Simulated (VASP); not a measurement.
A run of VASP 6.6.1 is set up as follows.

File INCAR:

```
SYSTEM = Pt
PREC = Accurate
ENCUT = 600
EDIFF = 1E-6
ISMEAR = 0
SIGMA = 0.1
LREAL = .FALSE.
LASPH = .TRUE.
NELM = 60
ALGO = Fast
ISIF = 4
LWAVE = .FALSE.
LCHARG = .FALSE.
GGA = PE
IBRION = 2
NSW = 50
EDIFFG = -0.01
```

KPOINTS

```
Automatic mesh
0
G
  18 18 10
  0 0 0
```

POSCAR

```
Pt
1.0
    2.7858536438      0.0000000000      0.0000000000
   -1.3929268219      2.4126200267      0.0000000000
    0.0000000000      0.0000000000      4.8287265648
Pt
2
Direct
    0.6666666667      0.3333333333      0.7500000000
    0.3333333333      0.6666666667      0.2500000000
```

Potentials or basis: VASP PAW PBE potentials, release 64 (Pt).

Command:

```console
$ cat potpaw_PBE.64/Pt/POTCAR > POTCAR
$ mpirun -np 1 vasp_std > vasp.out
```

Estimate the band gap on the k mesh.

zero (bands 10 and 11 overlap by 1.22 eV).

The path:
| step | energy change (eV) | largest force (eV/Å) | pressure (GPa) | volume (Å³) |
| --- | --- | --- | --- | --- |
| 1 | 0.0000 | 0.0000 | -6.97 | 32.45 |
| 2 | -0.0002 | 0.0000 | -6.91 | 32.45 |

Caveat: spin-orbit coupling is left out, which moves the levels of the heavy elements.
